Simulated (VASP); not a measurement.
Wanted: the native input for a VASP 6.6.1 run.

| Item | Value |
| --- | --- |
| Task | single point |
| Functional | PBE |
| Potentials or basis | VASP PAW PBE potentials, release 64 (Pb_d) |
| Cutoff | 520 eV |
| k mesh | 12 × 12 × 7 |
| Occupations | fermi-dirac, width 0.05 eV |
| Spin | no spin polarisation |
| Dipole correction | no |
| Further INCAR settings | ALGO = Normal; EDIFF = 1e-07; NBANDS = 21 |

The structure of Pb lies in POSCAR:

```
Pb
1.0
    3.4800006906      0.0000000000      0.0000000000
   -1.7400003453      3.0137690032      0.0000000000
    0.0000000000      0.0000000000      5.5341000000
Pb
2
Direct
    0.3333333333      0.6666666667      0.2500000000
    0.6666666667      0.3333333333      0.7500000000
```

This cell differs from its parent crystal: zz strain of -1 %.

These files were run (other wordings do the same):

INCAR

```
  PREC = Accurate
  ENCUT = 520
  EDIFF = 1E-7
  ISMEAR = -1
  SIGMA = 0.05
  LREAL = False
  LASPH = True
  NELM = 80
  ALGO = Normal
  ISIF = 2
  LWAVE = False
  LCHARG = False
  GGA = PE
  NBANDS = 21
```

KPOINTS

```
regular mesh
0
Gamma
  12 12 7
```

Potentials or basis: VASP PAW PBE potentials, release 64 (Pb_d).

Command:

```console
$ cat potpaw_PBE.64/Pb_d/POTCAR > POTCAR
$ mpirun -np 1 vasp_std > vasp.out
```

Results of the run:

```yaml
Pressure: 4.4 GPa
Band_gap_on_the_k_mesh: zero (band 14 reaches 13.37 eV, above the bottom of band 15 at 5.68 eV)
```

Caveat: the cell differs from its parent crystal (zz strain of -1 %); spin-orbit coupling is left out, which moves the levels of the heavy elements.

Wall time 29 s on 1 thread of Intel(R) Xeon(R) 6975P-C (Granite Rapids) (shared host), peak memory 0.22 GiB.
